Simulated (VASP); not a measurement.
Here is a VASP 6.6.1 calculation.

INCAR

```
SYSTEM = Zr
ALGO = Normal
EDIFF = 1E-6
ENCUT = 500
GGA_COMPAT = .FALSE.
ISIF = 2
ISMEAR = -1
LASPH = .TRUE.
LCHARG = .FALSE.
LREAL = .FALSE.
LWAVE = .FALSE.
NBANDS = 12
NELM = 120
PREC = Accurate
SIGMA = 0.1
```

Contents of KPOINTS:

```
k-points
0
G
  6 6 6
  0 0 0
```

File POSCAR:

```
Zr
1.0
    0.0000000000      3.5255800000      3.5255800000
    3.5255800000      0.0000000000      3.5255800000
    3.5255800000      3.5255800000      0.0000000000
Zr
1
Direct
    0.5000000000      0.5000000000      0.5000000000
```

Potentials or basis: VASP PAW LDA potentials, release 64 (Zr_sv).

Run with:

```bash
$ cat potpaw_LDA.64/Zr_sv/POTCAR > POTCAR
$ mpirun -np 1 vasp_std > vasp.out
```

(1) Estimate the band gap on the k mesh.

(2) What does it give for the pressure?

Results:

(1) zero (band 6 reaches 0.12 eV, above the bottom of band 7 at -0.01 eV).

(2) -7.1 GPa.
